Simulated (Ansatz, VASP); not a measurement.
**Si3N4 in VASP and in Ansatz**

```
CELL_PARAMETERS angstrom
-3.23735 3.23735 3.23735
3.23735 -3.23735 3.23735
3.23735 3.23735 -3.23735
ATOMIC_POSITIONS crystal
Si 0.25000 0.12500 0.87500
Si 0.87500 0.25000 0.12500
Si 0.75000 0.37500 0.62500
Si 0.62500 0.75000 0.37500
Si 0.12500 0.87500 0.25000
Si 0.37500 0.62500 0.75000
N 0.56280 0.56280 0.56280
N 0.43720 0.50000 0.00000
N 0.50000 0.00000 0.93720
N 0.00000 0.43720 0.50000
N 0.93720 0.50000 0.00000
N 0.06280 0.06280 0.06280
N 0.00000 0.93720 0.50000
N 0.50000 0.00000 0.43720
```

Alike in both runs: task electric field gradients; functional PBE; k mesh 6 × 6 × 6; occupations fermi-dirac, width 0.01 eV; no spin polarisation.

```csv
,VASP,Ansatz
version,VASP 6.6.1,Ansatz 0.2.0
potentials or method,"VASP PAW PBE potentials, release 64 (Si, N)","plane-wave PAW, scalar-relativistic"
plane-wave cutoff (eV),520,420
valence electrons in the cell,64,64
```

```tsv
	VASP	Ansatz	Ansatz less VASP
gap on the k mesh at the Fermi level (eV)	4.07	4.07	+0.005
pressure (GPa)	1.6	1.9	+0.29
rms of the force components (eV/Å)	0.007	0.009	+0.0023
size of Vzz on the site where it differs most (V/Å²)	55.3	57.7	+2.41
```

Atom by atom the forces differ by 0.002 eV/Å (rms over components). The functional is the same, so the differences come from potentials, cutoffs and numerics.
